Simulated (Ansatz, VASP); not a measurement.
MgS in VASP and in Ansatz

INCAR

```
SYSTEM = MgS
  PREC = Accurate
  ENCUT = 520
  EDIFF = 1E-7
  ISMEAR = 0
  SIGMA = 0.05
  LREAL = .FALSE.
  LASPH = .TRUE.
  NELM = 100
  ALGO = Normal
  ISIF = 2
  LWAVE = .FALSE.
  LCHARG = .TRUE.
  GGA = CA
  LELF = .TRUE.
  LVHAR = .TRUE.
  NBANDS = 11
```

Contents of KPOINTS:

```
regular mesh
0
G
  8 8 8
  0 0 0
```

POSCAR

```
MgS
1.0
    0.0000000000      2.6016500000      2.6016500000
    2.6016500000      0.0000000000      2.6016500000
    2.6016500000      2.6016500000      0.0000000000
Mg S
1 1
Direct
    0.0000000000      0.0000000000      0.0000000000
    0.4663674975      0.4663674975      0.5336325025
```

Input for Ansatz:

```yaml
crystal:
  lattice:
    - [0.0, 2.60165, 2.60165]
    - [2.60165, 0.0, 2.60165]
    - [2.60165, 2.60165, 0.0]
  atoms:
    - { symbol: Mg, position: [0.0, 0.0, 0.0] }
    - { symbol: S, position: [0.4663674975, 0.4663674975, 0.5336325025] }
basis:
  ecutwfc: 420
kpoints:
  mp_grid: { grid: [8, 8, 8] }
hamiltonian:
  xc: lda
scf:
  occupations: { method: gaussian, width: 0.05 }
output:
  forces: true
  stress: true
  eigenvalues: true
```

Change from the starting cell: all S atoms moved +0.175 Å, as atom 2 towards its neighbour atom 1 (Mg) at 2.602 Å.

Alike in both runs: task single point; functional LDA; k mesh 8 × 8 × 8; occupations gaussian, width 0.05 eV; no spin polarisation.

|  | VASP | Ansatz |
| --- | --- | --- |
| version | VASP 6.6.1 | Ansatz 0.2.0 |
| potentials or method | VASP PAW LDA potentials, release 64 (Mg, S), cutoff 520 eV | scalar-relativistic, plane waves, PAW |
| valence electrons in the cell | 8 | 16 |

VASP gave:

| Quantity | Value |
| --- | --- |
| gap on the k mesh at the Fermi level (eV) | 2.57 |
| least direct gap on the mesh (eV) | 3.48 |
| pressure (GPa) | -2.8 |
| traceless stress, the component that is largest in VASP (GPa) | 2.48 |
| rms of the force components (eV/Å) | 0.305 |

Q: Which values does Ansatz return?

A: gap on the k mesh at the Fermi level (eV): 2.57; least direct gap on the mesh (eV): 3.47; pressure (GPa): -2.3; traceless stress, the component that is largest in VASP (GPa): 2.47; rms of the force components (eV/Å): 0.305.

LDA's correlation is that of Perdew and Zunger in VASP and of Perdew and Wang (1992) in Ansatz. Atom by atom the forces differ by 0.000 eV/Å (rms over components). VASP's potentials hold 8 valence electrons a cell and Ansatz's 16, so a difference there can come from the potentials and not from the codes.
